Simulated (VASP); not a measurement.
K, 1 atom in the cell. The structure is cubic, space group Pm-3m (No. 221). The conventional cell has a = 4.311 Å, b = 4.311 Å, c = 4.311 Å, α = 90.00°, β = 90.00°, γ = 90.00°. K (site symmetry m-3m) has 6 K at 4.31 Å within 5.7 Å. This isn't the form of K at room conditions, which is bcc.

| Property | Result |
| --- | --- |
| Program | VASP 6.6.1 |
| Task | single point |
| Functional | PBEsol |
| Potentials or basis | VASP PAW PBE potentials, release 64 (K_sv) |
| Cutoff | 520 eV |
| k mesh | 4 × 4 × 4 |
| Occupations | gaussian, width 0.1 eV |
| Spin | no spin polarisation |
| Dipole correction | no |
| Further INCAR settings | ALGO = Fast; EDIFF = 1e-06; NBANDS = 10 |

Potentials or basis: VASP PAW PBE potentials, release 64 (K_sv).

Run with:

```console
$ cat potpaw_PBE.64/K_sv/POTCAR > POTCAR
$ mpirun -np 1 vasp_std > vasp.out
```

Hardware: 1 thread of Oxide Virtual Turin-like Processor, on a shared host.

Question: How long does it take, and how much memory?

Answer: Wall time 11 s on 1 thread of Oxide Virtual Turin-like Processor, on a shared host, peak memory 0.13 GiB. Counts: scf iterations 12, k points 10.
